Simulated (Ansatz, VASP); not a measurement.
**Two plane-wave programs on F**

INCAR

```
SYSTEM = F
PREC = Accurate
ENCUT = 520
EDIFF = 1E-7
ISMEAR = 0
SIGMA = 0.05
LREAL = .FALSE.
LASPH = .TRUE.
NELM = 60
ALGO = Normal
ISIF = 2
LWAVE = .FALSE.
LCHARG = .FALSE.
GGA = PS
NBANDS = 22
```

KPOINTS

```
regular mesh
0
G
  4 4 2
  0 0 0
```

Contents of POSCAR:

```
F
1.0
    3.0031563197     -1.6985011447     -0.2316293232
    3.0031563197      1.6985011447     -0.2316293232
   -2.2663800241      0.0000000000      6.8054435957
F
4
Direct
    0.0848459664      0.0848459664      0.0940038325
    0.9151540336      0.9151540336      0.9059961675
    0.5015719855      0.5015719855      0.5937195244
    0.4984280145      0.4984280145      0.4062804756
```

Input for Ansatz:

```yaml
crystal:
  lattice:
    - [3.0031563197, -1.6985011447, -0.2316293232]
    - [3.0031563197, 1.6985011447, -0.2316293232]
    - [-2.2663800241, 0.0, 6.8054435957]
  atoms:
    - { symbol: F, position: [0.0848459664, 0.0848459664, 0.0940038325] }
    - { symbol: F, position: [0.9151540336, 0.9151540336, 0.9059961675] }
    - { symbol: F, position: [0.5015719855, 0.5015719855, 0.5937195244] }
    - { symbol: F, position: [0.4984280145, 0.4984280145, 0.4062804756] }
basis:
  ecutwfc: 520.0
kpoints:
  mp_grid: { grid: [4, 4, 2] }
hamiltonian:
  xc: pbesol
scf:
  occupations: { method: gaussian, width: 0.05 }
output:
  forces: true
  stress: true
  eigenvalues: true
```

Change from the starting cell: volume 16.911 Å^3 an atom, stretch along a over the lengths across it, relative to the relaxed cell 1.0162.

Alike in both runs: task single point; functional PBEsol; k mesh 4 × 4 × 2; occupations gaussian, width 0.05 eV; no spin polarisation.

|  | VASP | Ansatz |
| --- | --- | --- |
| version | VASP 6.6.1 | Ansatz 0.2.0 |
| potentials or method | VASP PAW PBE potentials, release 64 (F), cutoff 520 eV | scalar-relativistic, plane waves, PAW |
| valence electrons in the cell | 28 | 28 |

```csv
,VASP,Ansatz,Ansatz less VASP
gap on the k mesh at the Fermi level (eV),3.74,3.84,+0.097
least direct gap on the mesh (eV),3.86,3.96,+0.098
pressure (GPa),7.0,6.3,-0.71
"traceless stress, the component that is largest in VASP (GPa)",11.65,9.59,-2.062
rms of the force components (eV/Å),1.973,1.622,-0.3509
```

VASP's potentials were made for PBE, not for PBEsol. Atom by atom the forces differ by 0.351 eV/Å (rms over components). The functional is the same, so the differences come from potentials, cutoffs and numerics.

The k mesh is coarse, so the values compare programs but aren't converged.
